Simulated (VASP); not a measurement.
Hf6F: single point with PBE

Crystal: Hf6F.

```
CELL_PARAMETERS angstrom
5.61886 0.00000 0.00000
-2.80943 4.86607 0.00000
0.00000 0.00000 5.19588
ATOMIC_POSITIONS crystal
Hf 0.34474 0.34474 0.73554
Hf 0.65526 0.65526 0.26446
Hf 0.34474 0.00000 0.26446
Hf 0.00000 0.65526 0.73554
Hf 0.00000 0.34474 0.26446
Hf 0.65526 0.00000 0.73554
F 0.00000 0.00000 0.00000
```

This cell differs from its parent crystal: with an interstitial atom.

- Program: VASP 6.6.1
- Task: single point
- Functional: PBE
- Potentials or basis: VASP PAW PBE potentials, release 64 (Hf_pv, F)
- Cutoff: 520 eV
- k mesh: 4 × 4 × 3
- Occupations: gaussian, width 0.2 eV
- Spin: no spin polarisation

```json
{
 "Pressure": "-0.8 GPa",
 "Largest force": "0.048 eV/Å",
 "Band gap on the k mesh": "zero (an odd number of electrons rules out a gap without spin polarisation)"
}
```

Forces in eV/Å, atoms in the order of the input:
```
Hf  -0.024 -0.041  0.007
Hf   0.024  0.041 -0.007
Hf  -0.048  0.000 -0.007
Hf  -0.024  0.041  0.007
Hf   0.024 -0.041 -0.007
Hf   0.048  0.000  0.007
F    0.000  0.000  0.000
```

Stress tensor (GPa, compression positive):
```
-0.69  0.00  0.00
 0.00 -0.69  0.00
 0.00  0.00 -0.96
```

Levels at points of the mesh, in eV from the Fermi level:
```
           k point  band 30  band 31  band 32  band 33  band 34  band 35  band 36  band 37
(0.00, 0.00, 0.00)    -1.53    -1.36    -0.41     0.29     0.29     0.63     0.63     0.97
(0.50, 0.00, 0.00)    -1.44    -1.33    -0.92    -0.80     0.12     0.72     0.77     0.99
```

It took 32 s on 1 thread of Intel(R) Xeon(R) 6975P-C (Granite Rapids) (shared host), peak memory 0.25 GiB.

Caveat: the k points lie up to 0.40 Å⁻¹ apart, too coarse for converged energies and pressures of a metal; the cell differs from its parent crystal (with an interstitial atom); spin-orbit coupling is left out, which moves the levels of the heavy elements; an odd number of electrons without spin polarisation forces a metal; a magnetic or distorted state may lie lower.
